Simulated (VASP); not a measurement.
## Cr: single point with PBE

Crystal: Cr.

```xyz
3
Lattice="4.0511 0.0000 0.0000 -2.0256 3.5084 0.0000 0.0000 0.0000 2.2014" Properties=species:S:1:pos:R:3 pbc="T T T"
Cr    0.0000    0.0000    0.0000
Cr    0.0000    2.3389    1.1007
Cr    2.0256    1.1695    1.1007
```

This isn't the form of Cr at room conditions, which is bcc.

```
Program                : VASP 6.6.1
Task                   : single point
Functional             : PBE
Potentials or basis    : VASP PAW PBE potentials, release 64 (Cr_pv)
Cutoff                 : 520 eV
k mesh                 : 10 × 10 × 14
Occupations            : fermi-dirac, width 0.1 eV
Spin                   : collinear spin, ferromagnetic start
Starting moments       : [2.0, 2.0, 2.0] μB
Dipole correction      : no
Further INCAR settings : ALGO = Normal; EDIFF = 1e-06; NBANDS = 29
```

```yaml
Pressure: 39.0 GPa
Band_gap_on_the_k_mesh: zero (filled and empty bands overlap)
Net_moment: 0.00 μB per cell
Valence_electrons_inside_the_program's_atomic_spheres: Cr 11.30, 11.37 (each value once)
```

Stress tensor (GPa, compression positive):
```
38.89  0.00  0.00
 0.00 38.89  0.00
 0.00  0.00 39.30
```

Levels at points of the mesh, in eV from the Fermi level:
Spin up:
| k point | band 16 | band 17 | band 18 | band 19 | band 20 | band 21 |
| --- | --- | --- | --- | --- | --- | --- |
| (0.00, 0.00, 0.00) | -2.35 | -2.10 | -0.42 | -0.42 | 1.47 | 1.47 |
| (0.50, 0.00, 0.00) | -2.05 | -1.96 | 0.73 | 0.78 | 1.62 | 1.64 |
| (0.00, 0.00, 0.50) | -1.08 | -1.08 | 0.08 | 0.08 | 1.84 | 1.84 |
| (0.50, 0.00, 0.50) | -1.56 | -0.21 | -0.17 | 1.01 | 1.18 | 1.81 |
Spin down:
```tsv
k point	band 15	band 16	band 17	band 18	band 19	band 20	band 21	band 22
(0.00, 0.00, 0.00)	-2.35	-2.35	-2.10	-0.42	-0.42	1.47	1.47	1.54
(0.50, 0.00, 0.00)	-2.38	-2.05	-1.96	0.73	0.78	1.62	1.64	1.71
(0.00, 0.00, 0.50)	-1.74	-1.08	-1.08	0.08	0.08	1.84	1.84	2.32
(0.50, 0.00, 0.50)	-1.73	-1.56	-0.21	-0.17	1.01	1.18	1.81	1.82
```

Wall time 78 s on 1 thread of Intel(R) Xeon(R) 6975P-C (Granite Rapids), on a shared host, peak memory 0.24 GiB.

Caveat: the cell stands under pressure; the moments typed at the start vanished in this run.
